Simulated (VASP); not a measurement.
Wanted: the native input for a VASP 6.6.1 run.

```yaml
Task: single point
Functional: PBE
Potentials_or_basis: VASP PAW PBE potentials, release 64 (Sr_sv, Ti_sv, O)
Cutoff: 520 eV
k_mesh: 7 × 7 × 7
Occupations: fermi-dirac, width 0.05 eV
Spin: no spin polarisation
Dipole_correction: no
Further_INCAR_settings: ALGO = Normal; EDIFF = 1e-06; NBANDS = 28
```

The structure of SrTiO3 lies in POSCAR:

```
SrTiO3
1.0
    3.9050000000      0.0585750000      0.0585750000
    0.0585750000      3.9050000000      0.0585750000
    0.0585750000      0.0585750000      3.9050000000
Sr Ti O
1 1 3
Direct
    0.0000000000      0.0000000000      0.0000000000
    0.5000000000      0.5000000000      0.5000000000
    0.0000000000      0.5000000000      0.5000000000
    0.5000000000      0.0000000000      0.5000000000
    0.5000000000      0.5000000000      0.0000000000
```

This cell differs from its parent crystal: equal xy, yz and zx shear strains of +3 %.

The input as run:

INCAR

```
SYSTEM = SrTiO3
ALGO = Normal ; EDIFF = 1E-6
ENCUT = 520 ; GGA = PE
ISIF = 2 ; ISMEAR = -1
LASPH = .TRUE. ; LCHARG = .FALSE.
LREAL = .FALSE. ; LWAVE = .FALSE.
NBANDS = 28 ; NELM = 80
PREC = Accurate ; SIGMA = 0.05
```

KPOINTS

```
k-points
0
G
  7 7 7
  0 0 0
```

Potentials or basis: VASP PAW PBE potentials, release 64 (Sr_sv, Ti_sv, O).

Launch:

```bash
$ cat potpaw_PBE.64/Sr_sv/POTCAR potpaw_PBE.64/Ti_sv/POTCAR potpaw_PBE.64/O/POTCAR > POTCAR
$ mpirun -np 1 vasp_std > vasp.out
```

It gave:

- Pressure: 5.2 GPa
- Band gap on the k mesh: 1.83 eV (least direct gap 2.05 eV)

Caveat: the cell differs from its parent crystal (equal xy, yz and zx shear strains of +3 %); the cell stands under pressure; an odd mesh through Γ misses points on the zone boundary, where band edges can lie.

Wall time 2.4 min on 1 thread of Intel Xeon 8259CL, with other jobs on the host, peak memory 0.22 GiB.
